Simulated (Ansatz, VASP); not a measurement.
# NbCuP2 in VASP and in Ansatz

Contents of INCAR:

```
SYSTEM = NbCuP2
  PREC = Accurate
  ENCUT = 520
  EDIFF = 1E-6
  ISMEAR = 0
  SIGMA = 0.1
  LREAL = .FALSE.
  LASPH = .TRUE.
  NELM = 150
  ALGO = Normal
  ISIF = 2
  LWAVE = .FALSE.
  LCHARG = .FALSE.
  ISPIN = 2
  MAGMOM = 1 0 0 0
  LORBIT = 11
  LMAXMIX = 4
  GGA = PE
  NBANDS = 29
```

The input KPOINTS:

```
regular mesh
0
G
  6 6 4
  0 0 0
```

POSCAR

```
NbCuP2
1.0
    3.5635332574      0.0000000000      0.0000000000
   -1.7817666287      3.0861103282      0.0000000000
    0.0000000000      0.0000000000      5.5343956840
Nb Cu P
1 1 2
Direct
    0.3333333333      0.6666666667      0.5000000000
    0.3333333333      0.6666666667      0.0000000000
    0.0000000000      0.0000000000      0.7698560198
    0.0000000000      0.0000000000      0.2301439802
```

Input for Ansatz:

```yaml
crystal:
  lattice:
    - [3.5635332574, 0.0, 0.0]
    - [-1.7817666287, 3.0861103282, 0.0]
    - [0.0, 0.0, 5.534395684]
  atoms:
    - { symbol: Nb, position: [0.3333333333, 0.6666666667, 0.5], spin: 1.0 }
    - { symbol: Cu, position: [0.3333333333, 0.6666666667, 0.0] }
    - { symbol: P, position: [0.0, 0.0, 0.7698560198] }
    - { symbol: P, position: [0.0, 0.0, 0.2301439802] }
basis:
  ecutwfc: 420
kpoints:
  mp_grid: { grid: [6, 6, 4] }
hamiltonian:
  xc: pbe
scf:
  occupations: { method: gaussian, width: 0.1 }
  lower_state_search: "off"
output:
  forces: true
  stress: true
  eigenvalues: true
  populations: true
magnetization:
  spin_polarized: true
```

Alike in both runs: task single point; functional PBE; k mesh 6 × 6 × 4; occupations gaussian, width 0.1 eV; collinear spin.

```csv
,VASP,Ansatz
version,VASP 6.6.1,Ansatz 0.2.0
potentials or method,"VASP PAW PBE potentials, release 64 (Nb_sv, Cu, P), cutoff 520 eV","scalar-relativistic, plane waves, PAW"
valence electrons in the cell,34,42
```

```csv
,VASP,Ansatz,Ansatz less VASP
gap on the k mesh at the Fermi level (eV),none,none,-
pressure (GPa),0.1,0.2,+0.14
"traceless stress, the component that is largest in VASP (GPa)",-0.39,-0.24,+0.152
rms of the force components (eV/Å),0.007,0.000,-0.0073
net moment per atom (μB),0.00,0.00,0.000
```

Atom by atom the forces differ by 0.007 eV/Å (rms over components). A gap of «none» marks a metal or a gap that the smearing closes. VASP's potentials hold 34 valence electrons a cell and Ansatz's 42, so a difference there can come from the potentials and not from the codes. Ansatz's warnings: filled band counts differ across k points, seeded moment not kept.
